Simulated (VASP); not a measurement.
Wanted: the native input for a VASP 6.6.1 run.

- Task: single point
- Functional: PBE
- Potentials or basis: VASP PAW PBE potentials, release 64 (Hf_pv)
- Cutoff: 500 eV
- k mesh: 17 × 17 × 17
- Occupations: fermi-dirac, width 0.05 eV
- Spin: no spin polarisation
- Dipole correction: no
- Further INCAR settings: ALGO = Normal; EDIFF = 1e-06; NBANDS = 11

The structure of Hf lies in POSCAR:

```
Hf
1.0
   -1.6245284603      1.6245284603      1.6245284603
    1.6245284603     -1.6245284603      1.6245284603
    1.6245284603      1.6245284603     -1.6245284603
Hf
1
Direct
    0.0000000000      0.0000000000      0.0000000000
```

This isn't the form of Hf at room conditions, which is hcp.

The input as run:

INCAR

```
PREC = Accurate
ENCUT = 500
EDIFF = 1E-6
ISMEAR = -1
SIGMA = 0.05
LREAL = F
LASPH = T
NELM = 120
ALGO = Normal
ISIF = 2
LWAVE = F
LCHARG = F
GGA = PE
NBANDS = 11
GGA_COMPAT = F
```

KPOINTS

```
Automatic mesh
0
Gamma
  17 17 17
```

Potentials or basis: VASP PAW PBE potentials, release 64 (Hf_pv).

Run with:

```sh
$ cat potpaw_PBE.64/Hf_pv/POTCAR > POTCAR
$ mpirun -np 1 vasp_std > vasp.out
```

Results of the run:

The pressure is 39.7 GPa and the band gap on the k mesh is zero (bands 5 and 6 overlap by 2.69 eV).

Caveat: the cell stands under pressure; spin-orbit coupling is left out, which moves the levels of the heavy elements.

Wall time 8.7 s on 1 thread of Intel(R) Xeon(R) 6975P-C (Granite Rapids), on a shared host, peak memory 0.16 GiB.
